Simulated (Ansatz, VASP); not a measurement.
## Bi in VASP and in Ansatz

INCAR

```
SYSTEM = Bi
PREC = Accurate ; ENCUT = 520
EDIFF = 1E-8 ; ISMEAR = -1
SIGMA = 0.03 ; LREAL = .False.
LASPH = .True. ; NELM = 100
ALGO = Normal ; ISIF = 2
LWAVE = .False. ; LCHARG = .False.
GGA = CA ; LEFG = .True.
NBANDS = 22 ; KPAR = 4
```

The input KPOINTS:

```
regular mesh
0
Gamma
  11 11 11
  0 0 0
```

POSCAR

```
Bi
1.0
    2.2993312633      1.3434519746      3.9719265833
   -2.2466680935      1.3207219778      3.9491965865
    0.0066468302     -2.6048639523      3.9408768302
Bi
2
Direct
    0.2338900000      0.2338900000      0.2338900000
    0.7661100000      0.7661100000      0.7661100000
```

Input for Ansatz:

```yaml
crystal:
  lattice:
    - [2.2993312633, 1.3434519746, 3.9719265833]
    - [-2.2466680935, 1.3207219778, 3.9491965865]
    - [0.0066468302, -2.6048639523, 3.9408768302]
  atoms:
    - { symbol: Bi, position: [0.23389, 0.23389, 0.23389] }
    - { symbol: Bi, position: [0.76611, 0.76611, 0.76611] }
kpoints:
  mp_grid: { grid: [11, 11, 11] }
scf:
  occupations: { method: fermi_dirac, width: 0.03 }
hamiltonian:
  xc: lda
  pseudopotentials: { kind: all_electron, datasets: crystal }
output:
  forces: true
  stress: true
  eigenvalues: true
  efg: { contact_densities: true }
```

Change from the starting cell: equal xy, yz and zx shear strains of +1 %, crystal datasets.

Alike in both runs: task electric field gradients; functional LDA; k mesh 11 × 11 × 11; occupations fermi-dirac, width 0.03 eV; no spin polarisation.

```csv
,VASP,Ansatz
version,VASP 6.6.1,Ansatz 0.2.0
potentials or method,"VASP PAW LDA potentials, release 64 (Bi_d), cutoff 520 eV","all-electron PAW with datasets made for the crystal, scalar-relativistic"
```

|  | VASP | Ansatz | Ansatz less VASP |
| --- | --- | --- | --- |
| pressure (GPa) | -1.8 | -1.8 | -0.05 |
| traceless stress, the component that is largest in VASP (GPa) | -0.43 | -0.43 | +0.004 |
| rms of the force components (eV/Å) | 0.051 | 0.043 | -0.0078 |
| size of Vzz on the site where it differs most (V/Å²) | 35.4 | 36.3 | +0.92 |

LDA's correlation is that of Perdew and Zunger in VASP and of Perdew and Wang (1992) in Ansatz. Atom by atom the forces differ by 0.012 eV/Å (rms over components). Ansatz ran all-electron here, and VASP with PAW potentials.

Neither program's run includes spin-orbit coupling.
